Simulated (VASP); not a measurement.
A run of VASP 6.6.1 is set up as follows.

File INCAR:

```
SYSTEM = TaN
  PREC = Accurate
  ENCUT = 520
  EDIFF = 1E-6
  ISMEAR = -1
  SIGMA = 0.15
  LREAL = .FALSE.
  LASPH = .TRUE.
  NELM = 60
  ALGO = Normal
  ISIF = 2
  LWAVE = .FALSE.
  LCHARG = .FALSE.
  GGA = PE
  NBANDS = 15
```

File KPOINTS:

```
regular mesh
0
G
  18 18 14
  0 0 0
```

Contents of POSCAR:

```
TaN
1.0
    2.8724500424      0.0000000000      0.0000000000
   -1.4362250212      2.4876147078      0.0000000000
    0.0000000000      0.0000000000      2.8338515795
Ta N
1 1
Direct
    0.3333333333      0.6666666667      0.5000000000
    0.0000000000      0.0000000000      0.0000000000
```

Potentials or basis: VASP PAW PBE potentials, release 64 (Ta_pv, N).

Run with:

```bash
$ cat potpaw_PBE.64/Ta_pv/POTCAR potpaw_PBE.64/N/POTCAR > POTCAR
$ mpirun -np 1 vasp_std > vasp.out
```

Q: Predict the band gap on the k mesh.

A: Zero (band 8 reaches 9.11 eV, above the bottom of band 9 at 8.81 eV).

Q: What does it give for the pressure?

A: 31.0 GPa.

Stress tensor (GPa, compression positive):
```
30.93  0.00  0.00
 0.00 30.93  0.00
 0.00  0.00 31.15
```

Caveat: spin-orbit coupling is left out, which moves the levels of the heavy elements.
